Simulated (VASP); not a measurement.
# MnO2 (Pmmn) in VASP: further runs

MnO2 is run at these levels: PBEsol+U, PBEsol; tasks: single point.

Everything below comes from runs of VASP 6.6.1. Logs are shortened: lines on timing, memory, paths and dates and some standing lists are left out, and cuts for length are marked.

## Step 1: The cell of the first run

The structure is orthorhombic, space group Pmmn (No. 59). Conventional cell: a = 2.845 Å, b = 3.766 Å, c = 6.038 Å, α = 90.00°, β = 90.00°, γ = 90.00°. Mn (site symmetry mm2) has 6 O at 1.79 to 2.01 Å within 2.4 Å. O (site symmetry mm2) has 2 Mn at 1.79 Å within 2.4 Å. Within 2.6 Å of O (site symmetry mm2) lie 4 Mn at 1.94 to 2.01 Å and 5 O at 2.51 to 2.54 Å.

## Step 2: Single point, PBEsol+U, collinear spin, ferromagnetic start

INCAR

```
  ALGO = Normal
  EDIFF = 1E-7
  ENCUT = 520
  GGA = PS
  ISIF = 2
  ISMEAR = -1
  ISPIN = 2
  LASPH = T
  LCHARG = T
  LDAU = T
  LDAUJ = 0 0
  LDAUL = 2 -1
  LDAUPRINT = 1
  LDAUTYPE = 2
  LDAUU = 6 0
  LELF = T
  LMAXMIX = 4
  LORBIT = 11
  LREAL = F
  LVHAR = T
  LWAVE = F
  MAGMOM = 4 4 0 0 0 0
  NBANDS = 38
  NELM = 150
  PREC = Accurate
  SIGMA = 0.02
```

KPOINTS

```
k-points
0
Gamma
  9 7 5
```

POSCAR

```
MnO2
1.0
    2.8448728343      0.0000000000      0.0000000000
    0.0000000000      3.7663224667      0.0000000000
    0.0000000000      0.0000000000      6.0384273849
Mn O
2 4
Direct
    0.5000000000      0.5000000000      0.3433015000
    0.0000000000      0.0000000000      0.6566985000
    0.5000000000      0.0000000000      0.8375675000
    0.0000000000      0.5000000000      0.1624325000
    0.5000000000      0.0000000000      0.4217995000
    0.0000000000      0.5000000000      0.5782005000
```

Potentials or basis: VASP PAW PBE potentials, release 64 (Mn_pv, O).

The run is started by

```
$ cat potpaw_PBE.64/Mn_pv/POTCAR potpaw_PBE.64/O/POTCAR > POTCAR
$ mpirun -np 1 vasp_std > vasp.out
```

OUTCAR:

```text
EDIFF = 1E-7
   ENCUT = 520
   GGA = PS
   ISIF = 2
   ISMEAR = -1
   ISPIN = 2
   LASPH = T
   LORBIT = 11
   LREAL = F
   NELM = 150
   PREC = Accurate

 ion  position               nearest neighbor table
   1  0.500  0.500  0.343-   4 1.79   4 1.79   5 1.94   5 1.94   6 2.01   6 2.01   2 3.03   2 3.03
                             2 3.03   2 3.03
   2  0.000  0.000  0.657-   3 1.79   3 1.79   6 1.94   6 1.94   5 2.01   5 2.01   1 3.03   1 3.03
                             1 3.03   1 3.03
   3  0.500  0.000  0.838-   2 1.79   2 1.79
   4  0.000  0.500  0.162-   1 1.79   1 1.79
   5  0.500  0.000  0.422-   1 1.94   1 1.94   2 2.01   2 2.01
   6  0.000  0.500  0.578-   2 1.94   2 1.94   1 2.01   1 2.01

  LATTYP: Found a simple orthorhombic cell.
 ALAT       =     2.8448728343
 B/A-ratio  =     1.3238983554
 C/A-ratio  =     2.1225649569

  Lattice vectors:

 A1 = (   2.8448728343,   0.0000000000,   0.0000000000)
 A2 = (   0.0000000000,   3.7663224667,   0.0000000000)
 A3 = (   0.0000000000,   0.0000000000,   6.0384273849)

Analysis of symmetry for initial positions (statically):
=====================================================================
 Subroutine PRICEL returns:
 Original cell was already a primitive cell.

 Routine SETGRP: Setting up the symmetry group for a
 simple orthorhombic supercell.

 Subroutine GETGRP returns: Found  8 space group operations
 (whereof  4 operations were pure point group operations)
 out of a pool of  8 trial point group operations.

The static configuration has the point symmetry C_2v.
 The point group associated with its full space group is D_2h.

Analysis of symmetry for dynamics (positions and initial velocities):
=====================================================================
 Subroutine PRICEL returns:
 Original cell was already a primitive cell.

 Routine SETGRP: Setting up the symmetry group for a
 simple orthorhombic supercell.

 Subroutine GETGRP returns: Found  8 space group operations
 (whereof  4 operations were pure point group operations)
 out of a pool of  8 trial point group operations.

The dynamic configuration has the point symmetry C_2v.
 The point group associated with its full space group is D_2h.

Analysis of structural, dynamic, and magnetic symmetry:
=====================================================================
 Subroutine PRICEL returns:
 Original cell was already a primitive cell.

 Routine SETGRP: Setting up the symmetry group for a
 simple orthorhombic supercell.

 Subroutine GETGRP returns: Found  8 space group operations
 (whereof  4 operations were pure point group operations)
 out of a pool of  8 trial point group operations.

The overall configuration has the point symmetry C_2v.
 The point group associated with its full space group is D_2h.

 Subroutine INISYM returns: Found  8 space group operations
 (whereof  4 operations are pure point group operations),
 and found     1 'primitive' translations

----------------------------------------------------------------------------------------

[... 161 lines left out ...]

 occupancies and eigenvectors

  o =  0.0778  v =  0.0000  0.0000  0.0000  0.0000  0.0000  0.0000  1.0000  0.0000  0.0000  0.0000      0.0000  0.0000  0.0000  0.0000  0.0000  0.0000  0.0000  0.0000  0.0000  0.0000
  o =  0.0874  v =  0.0000  0.0000  0.0000  0.0000  0.0000  0.0000  0.0000 -0.9651  0.0000  0.2619      0.0000  0.0000  0.0000  0.0000  0.0000  0.0000  0.0000  0.0000  0.0000  0.0000
  o =  0.0904  v =  0.0000  0.0000  0.0000  0.0000  0.0000  1.0000  0.0000  0.0000  0.0000  0.0000      0.0000  0.0000  0.0000  0.0000  0.0000  0.0000  0.0000  0.0000  0.0000  0.0000
  o =  0.2328  v =  0.0000  0.0000  0.0000  0.0000  0.0000  0.0000  0.0000 -0.2619  0.0000 -0.9651      0.0000  0.0000  0.0000  0.0000  0.0000  0.0000  0.0000  0.0000  0.0000  0.0000
  o =  0.3049  v =  0.0000  0.0000  0.0000  0.0000  0.0000  0.0000  0.0000  0.0000 -1.0000  0.0000      0.0000  0.0000  0.0000  0.0000  0.0000  0.0000  0.0000  0.0000  0.0000  0.0000
  o =  0.6153  v =  0.0000  0.0000  0.0000  1.0000  0.0000  0.0000  0.0000  0.0000  0.0000  0.0000      0.0000  0.0000  0.0000  0.0000  0.0000  0.0000  0.0000  0.0000  0.0000  0.0000
  o =  0.6463  v =  0.0000  0.0000 -0.2934  0.0000 -0.9560  0.0000  0.0000  0.0000  0.0000  0.0000      0.0000  0.0000  0.0000  0.0000  0.0000  0.0000  0.0000  0.0000  0.0000  0.0000
  o =  0.9539  v =  0.0000  1.0000  0.0000  0.0000  0.0000  0.0000  0.0000  0.0000  0.0000  0.0000      0.0000  0.0000  0.0000  0.0000  0.0000  0.0000  0.0000  0.0000  0.0000  0.0000
  o =  0.9603  v =  0.0000  0.0000 -0.9560  0.0000  0.2934  0.0000  0.0000  0.0000  0.0000  0.0000      0.0000  0.0000  0.0000  0.0000  0.0000  0.0000  0.0000  0.0000  0.0000  0.0000
  o =  0.9703  v =  1.0000  0.0000  0.0000  0.0000  0.0000  0.0000  0.0000  0.0000  0.0000  0.0000      0.0000  0.0000  0.0000  0.0000  0.0000  0.0000  0.0000  0.0000  0.0000  0.0000

atom =   2  type =  1  l = 2

 onsite density matrix

spin component  1

  0.9703  0.0000  0.0000  0.0000  0.0000
  0.0000  0.9539  0.0000  0.0000  0.0000
  0.0000  0.0000  0.9333  0.0000 -0.0881
  0.0000  0.0000  0.0000  0.6153  0.0000
  0.0000  0.0000 -0.0881  0.0000  0.6733

spin component  2

  0.0904  0.0000  0.0000  0.0000  0.0000
  0.0000  0.0778  0.0000  0.0000  0.0000
  0.0000  0.0000  0.0974  0.0000  0.0368
  0.0000  0.0000  0.0000  0.3049  0.0000
  0.0000  0.0000  0.0368  0.0000  0.2229

 occupancies and eigenvectors

  o =  0.0778  v =  0.0000  0.0000  0.0000  0.0000  0.0000  0.0000  1.0000  0.0000  0.0000  0.0000      0.0000  0.0000  0.0000  0.0000  0.0000  0.0000  0.0000  0.0000  0.0000  0.0000
  o =  0.0874  v =  0.0000  0.0000  0.0000  0.0000  0.0000  0.0000  0.0000 -0.9651  0.0000  0.2619      0.0000  0.0000  0.0000  0.0000  0.0000  0.0000  0.0000  0.0000  0.0000  0.0000
  o =  0.0904  v =  0.0000  0.0000  0.0000  0.0000  0.0000  1.0000  0.0000  0.0000  0.0000  0.0000      0.0000  0.0000  0.0000  0.0000  0.0000  0.0000  0.0000  0.0000  0.0000  0.0000
  o =  0.2328  v =  0.0000  0.0000  0.0000  0.0000  0.0000  0.0000  0.0000 -0.2619  0.0000 -0.9651      0.0000  0.0000  0.0000  0.0000  0.0000  0.0000  0.0000  0.0000  0.0000  0.0000
  o =  0.3049  v =  0.0000  0.0000  0.0000  0.0000  0.0000  0.0000  0.0000  0.0000 -1.0000  0.0000      0.0000  0.0000  0.0000  0.0000  0.0000  0.0000  0.0000  0.0000  0.0000  0.0000
  o =  0.6153  v =  0.0000  0.0000  0.0000  1.0000  0.0000  0.0000  0.0000  0.0000  0.0000  0.0000      0.0000  0.0000  0.0000  0.0000  0.0000  0.0000  0.0000  0.0000  0.0000  0.0000
  o =  0.6463  v =  0.0000  0.0000 -0.2934  0.0000 -0.9560  0.0000  0.0000  0.0000  0.0000  0.0000      0.0000  0.0000  0.0000  0.0000  0.0000  0.0000  0.0000  0.0000  0.0000  0.0000
  o =  0.9539  v =  0.0000  1.0000  0.0000  0.0000  0.0000  0.0000  0.0000  0.0000  0.0000  0.0000      0.0000  0.0000  0.0000  0.0000  0.0000  0.0000  0.0000  0.0000  0.0000  0.0000
  o =  0.9603  v =  0.0000  0.0000 -0.9560  0.0000  0.2934  0.0000  0.0000  0.0000  0.0000  0.0000      0.0000  0.0000  0.0000  0.0000  0.0000  0.0000  0.0000  0.0000  0.0000  0.0000
  o =  0.9703  v =  1.0000  0.0000  0.0000  0.0000  0.0000  0.0000  0.0000  0.0000  0.0000  0.0000      0.0000  0.0000  0.0000  0.0000  0.0000  0.0000  0.0000  0.0000  0.0000  0.0000

 number of electron      50.0000041 magnetization       5.9999960

 Free energy of the ion-electron system (eV)
  ---------------------------------------------------
  ext. energy  EPLUGINS =         0.00000000
  ---------------------------------------------------
  free energy    TOTEN  =       -41.23337458 eV

  energy without entropy =      -41.23174373  energy(sigma->0) =      -41.23255916

 E-fermi :   3.2538     XC(G=0): -11.1280

 val. band max:        3.2528510207   @ k =   0.3333   0.0000   0.2000
 cond. band min:       3.2732894665   @ k =   0.3333   0.0000   0.0000
 fundamental gap:      0.0204384458
 Fermi energy:         3.2537675094

 spin component 1

 k-point     1 :       0.0000    0.0000    0.0000
  band No.  band energies     occupation
      1     -47.2996      1.00000
      2     -47.2996      1.00000
      3     -47.2832      1.00000
      4     -47.2633      1.00000
      5     -47.2593      1.00000
      6     -47.2185      1.00000
[... 1913 lines left out ...]
     36      17.5232      0.00000
     37      18.2831      0.00000

 [... further k-points ...]

 [bands above 37 left out]

------------------------ aborting loop because EDIFF is reached ----------------------------------------

  FORCE on cell =-STRESS in cart. coord.  units (eV):
  Direction    XX          YY          ZZ          XY          YZ          ZX
  --------------------------------------------------------------------------------------
  -------------------------------------------------------------------------------------
  Total        4.6671571      3.3104572      3.0559752      0.0000000      0.0000000      0.0000000
  in kB      115.5736406     81.9774394     75.6756573      0.0000000      0.0000000      0.0000000
  external PRESSURE =      91.0755791 kB  Pullay stress =       0.0000000 kB

 VOLUME and BASIS-vectors are now :
 -----------------------------------------------------------------------------
  energy-cutoff  :      520.00
  volume of cell :       64.70
      direct lattice vectors                 reciprocal lattice vectors
     2.844872834  0.000000000  0.000000000     0.351509561  0.000000000  0.000000000
     0.000000000  3.766322467  0.000000000     0.000000000  0.265510988  0.000000000
     0.000000000  0.000000000  6.038427385     0.000000000  0.000000000  0.165606032

 POSITION                                       TOTAL-FORCE (eV/Angst)
 -----------------------------------------------------------------------------------
      1.42244      1.88316      2.07300         0.000000      0.000000      0.300598
      0.00000      0.00000      3.96543         0.000000      0.000000     -0.300598
      1.42244      0.00000      5.05759         0.000000      0.000000      0.931202
      0.00000      1.88316      0.98084         0.000000      0.000000     -0.931202
      1.42244      0.00000      2.54701         0.000000      0.000000     -0.166479
      0.00000      1.88316      3.49142         0.000000      0.000000      0.166479
 -----------------------------------------------------------------------------------
    total drift:                                0.000000      0.000000      0.000000

  FREE ENERGIE OF THE ION-ELECTRON SYSTEM (eV)
  ---------------------------------------------------
  free  energy   TOTEN  =       -41.2333745820 eV

  energy  without entropy=      -41.2317437349  energy(sigma->0) =      -41.23255916

 total charge

# of ion       s       p       d       tot
------------------------------------------
    1        0.364   6.463   4.905  11.732
    2        0.364   6.463   4.905  11.732
    3        1.588   3.370   0.000   4.958
    4        1.588   3.370   0.000   4.958
    5        1.569   3.468   0.000   5.036
    6        1.569   3.468   0.000   5.036
--------------------------------------------------
tot          7.042  26.601   9.811  43.454

 magnetization (x)

# of ion       s       p       d       tot
------------------------------------------
    1        0.025   0.030   3.349   3.404
    2        0.025   0.030   3.349   3.404
    3       -0.000  -0.241   0.000  -0.241
    4       -0.000  -0.241   0.000  -0.241
    5        0.004  -0.173   0.000  -0.170
    6        0.004  -0.173   0.000  -0.170
--------------------------------------------------
tot          0.057  -0.770   6.698   5.985
```

Run time: 5.7 min. Hardware: 1 thread of Intel Xeon Platinum 8259CL at 2.50GHz (Skylake/Cascade Lake), shared host; peak memory 0.34 GiB.

Results:

```
Free energy                                           : -41.2334 eV
Pressure                                              : 9.1 GPa
Largest force                                         : 0.931 eV/Å
Band gap on the k mesh                                : zero (filled and empty bands overlap)
Net moment                                            : 6.00 μB per cell
Site moments                                          : Mn +3.40; O -0.24, -0.17 (each value once) μB
Valence electrons inside the program's atomic spheres : Mn 11.73; O 4.96, 5.04 (each value once)
```

Forces on the atoms (eV/Å):
```
Mn   0.000  0.000  0.301
Mn   0.000  0.000 -0.301
O    0.000  0.000  0.931
O    0.000  0.000 -0.931
O    0.000  0.000 -0.166
O    0.000  0.000  0.166
```

Levels at points of the mesh, in eV from the Fermi level:
Spin up:
```tsv
k point	band 24	band 25	band 26	band 27	band 28	band 29	band 30	band 31	band 32	band 33
(0.00, 0.00, 0.00)	-2.29	-1.19	-1.10	-0.15	-0.05	0.52	0.87	2.48	2.85	6.93
```
Spin down:
```
           k point  band 19  band 20  band 21  band 22  band 23  band 24  band 25  band 26
(0.00, 0.00, 0.00)    -2.17    -1.64    -1.51    -1.41     3.18     3.53     3.81     3.85
```

Eigenvalues of the final occupation matrices:
```
    site  spin  trace               eigenvalues
site 1 d     1   4.15  0.62 0.65 0.95 0.96 0.97
site 1 d     2   0.79  0.08 0.09 0.09 0.23 0.30
site 2 d     1   4.15  0.62 0.65 0.95 0.96 0.97
site 2 d     2   0.79  0.08 0.09 0.09 0.23 0.30
```

Caveat: the cell stands under pressure; the PAW data sets were made with another functional, which shifts forces and pressure a little; only a ferromagnetic start was run, and an antiferromagnetic order may lie lower in energy. The state reached can hang on the start; a lower one may exist.

## Step 3: Single point, PBEsol+U, collinear spin, ferromagnetic start

This run uses another cell than the first one, of 11.01 Å³/atom.

INCAR

```
ALGO = Normal
EDIFF = 1E-6
ENCUT = 520
GGA = PS
ISIF = 2
ISMEAR = -1
ISPIN = 2
LASPH = True
LCHARG = False
LDAU = True
LDAUJ = 0 0
LDAUL = 2 -1
LDAUPRINT = 1
LDAUTYPE = 2
LDAUU = 6 0
LMAXMIX = 4
LORBIT = 11
LREAL = False
LWAVE = False
MAGMOM = 4 4 0 0 0 0
NBANDS = 38
NELM = 150
PREC = Accurate
SIGMA = 0.02
```

KPOINTS is that of step 2.

POSCAR: that of step 2 with these lines changed.

```diff
@@ -2,5 +2,5 @@
 1.0
-    2.8448728343      0.0000000000      0.0000000000
-    0.0000000000      3.7663224667      0.0000000000
-    0.0000000000      0.0000000000      6.0384273849
+    2.8649078101      0.0000000000      0.0000000000
+    0.0000000000      3.7928467382      0.0000000000
+    0.0000000000      0.0000000000      6.0809529225
 Mn O
```

Potentials or basis: VASP PAW PBE potentials, release 64 (Mn_pv, O).

The run is started by

```
$ cat potpaw_PBE.64/Mn_pv/POTCAR potpaw_PBE.64/O/POTCAR > POTCAR
$ mpirun -np 1 vasp_std > vasp.out
```

Wall time 4.6 min (1 thread of Intel Xeon Platinum 8259CL at 2.50GHz (Skylake/Cascade Lake), shared host); peak memory 0.34 GiB.

Results (log left out):

```
Free energy                                           : -41.3000 eV
Pressure                                              : 5.9 GPa
Largest force                                         : 0.699 eV/Å
Band gap on the k mesh                                : zero (filled and empty bands overlap)
Net moment                                            : 6.00 μB per cell
Site moments                                          : Mn +3.47; O -0.28, -0.19 (each value once) μB
Valence electrons inside the program's atomic spheres : Mn 11.69; O 4.95, 5.02 (each value once)
```

Forces in eV/Å, atoms in the order of the input:
```
Mn   0.000  0.000  0.296
Mn   0.000  0.000 -0.296
O    0.000  0.000  0.699
O    0.000  0.000 -0.699
O    0.000  0.000 -0.010
O    0.000  0.000  0.010
```

Stress tensor (GPa, compression positive):
```
7.68 0.00 0.00
0.00 5.51 0.00
0.00 0.00 4.46
```

Levels at points of the mesh, in eV from the Fermi level:
Spin up:
```
           k point  band 26  band 27  band 28  band 29  band 30  band 31
(0.00, 0.00, 0.00)    -1.05    -0.12     0.00     0.43     0.84     2.39
```
Spin down:
```tsv
k point	band 18	band 19	band 20	band 21	band 22	band 23	band 24	band 25	band 26	band 27
(0.00, 0.00, 0.00)	-2.54	-2.13	-1.59	-1.48	-1.36	3.34	3.62	3.95	3.97	4.12
```

Eigenvalues of the final occupation matrices:
| site | spin | trace | eigenvalues |
| --- | --- | --- | --- |
| site 1 d | 1 | 4.17 | 0.62 0.67 0.95 0.96 0.97 |
| site 1 d | 2 | 0.75 | 0.07 0.08 0.08 0.22 0.29 |
| site 2 d | 1 | 4.17 | 0.62 0.67 0.95 0.96 0.97 |
| site 2 d | 2 | 0.75 | 0.07 0.08 0.08 0.22 0.29 |

Caveat: the cell stands under pressure; the PAW data sets were made with another functional, which shifts forces and pressure a little; only a ferromagnetic start was run, and an antiferromagnetic order may lie lower in energy. The state reached can hang on the start; a lower one may exist.

(Continued in part 2 of 2.)
